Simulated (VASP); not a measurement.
Crystal: Ni.

```xyz
2
Lattice="2.4480 0.0000 0.0000 -1.2240 2.1201 0.0000 0.0000 0.0000 4.0728" Properties=species:S:1:pos:R:3 pbc="T T T"
Ni    1.2240    0.7067    3.0546
Ni    0.0000    1.4134    1.0182
```

This isn't the form of Ni at room conditions, which is fcc.

| Item | Value |
| --- | --- |
| Program | VASP 6.6.1 |
| Task | relaxation of cell and atoms |
| Functional | BLYP |
| Potentials or basis | VASP PAW PBE potentials, release 64 (Ni) |
| Cutoff | 600 eV |
| k mesh | 12 × 12 × 7 |
| Occupations | fermi-dirac, width 0.05 eV |
| Spin | collinear spin, ferromagnetic start |
| Starting moments | [1.0, 1.0] μB |

At the start: pressure 16.9 GPa; volume 10.57 Å³/atom.

Problem. Where does the relaxation end?

Solution. Over 10 steps the energy falls by 45.8 meV/atom and the volume is 11.49 Å³/atom (+8.8 %); space group P6_3/mmc (No. 194, to 0.1 Å) before and after; moment 1.28 μB per cell.

Step by step:
```
step  energy change (eV)  largest force (eV/Å)  pressure (GPa)  volume (Å³)
   1              0.0000                0.0000           16.95        21.14
   2             -0.0320                0.0000          -10.07        24.74
   3             -0.0910                0.0000           -0.18        23.01
   4             -0.0910                0.0000            0.10        22.97
   5             -0.0914                0.0000            0.14        22.97
   6             -0.0916                0.0000            0.18        22.96
   7             -0.0916                0.0000            0.17        22.96
   8             -0.0916                0.0000            0.17        22.96
   9             -0.0916                0.0000           -0.15        23.01
  10             -0.0916                0.0000           -0.03        22.99
```

Final structure:
```cif
data_structure
_symmetry_space_group_name_H-M 'P 1'
_symmetry_Int_Tables_number 1
_cell_length_a 2.5295
_cell_length_b 2.5295
_cell_length_c 4.1487
_cell_angle_alpha 90.000
_cell_angle_beta 90.000
_cell_angle_gamma 120.000
_cell_volume 22.99
loop_
_atom_site_label
_atom_site_type_symbol
_atom_site_fract_x
_atom_site_fract_y
_atom_site_fract_z
_atom_site_occupancy
Ni1 Ni 0.66667 0.33333 0.75000 1
Ni2 Ni 0.33333 0.66667 0.25000 1
```

Caveat: the PAW data sets were made with another functional, which shifts forces and pressure a little.
